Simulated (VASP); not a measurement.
Here is a VASP 6.6.1 calculation.

Contents of INCAR:

```
SYSTEM = Mg
PREC     = Accurate       ! precision mode
ENCUT    = 520            ! plane-wave cutoff, eV
EDIFF    = 1E-7           ! SCF threshold, eV
ISMEAR   = 0              ! smearing method
SIGMA    = 0.15           ! smearing width, eV
LREAL    = .False.        ! projectors in reciprocal space
LASPH    = .True.         ! aspherical terms in the spheres
NELM     = 60             ! most SCF steps
ALGO     = Normal         ! electronic algorithm
ISIF     = 2              ! what is computed and relaxed
LWAVE    = .False.        ! write WAVECAR
LCHARG   = .False.        ! write CHGCAR
GGA      = PE             ! functional
NBANDS   = 7              ! bands
```

File KPOINTS:

```
Automatic mesh
0
Gamma
  18 18 18
  0 0 0
```

File POSCAR:

```
Mg
1.0
   -1.9640500000      1.9640500000      1.7730500000
    1.9640500000     -1.9640500000      1.7730500000
    1.9640500000      1.9640500000     -1.7730500000
Mg
1
Direct
    0.0000000000      0.0000000000      0.0000000000
```

Potentials or basis: VASP PAW PBE potentials, release 64 (Mg).

Launch:

```console
$ cat potpaw_PBE.64/Mg/POTCAR > POTCAR
$ mpirun -np 1 vasp_std > vasp.out
```

(1) Predict the band gap on the k mesh.

(2) Predict the pressure.

Answers

(1) zero (band 1 reaches 4.53 eV, above the bottom of band 2 at 0.40 eV).

(2) -4.3 GPa.
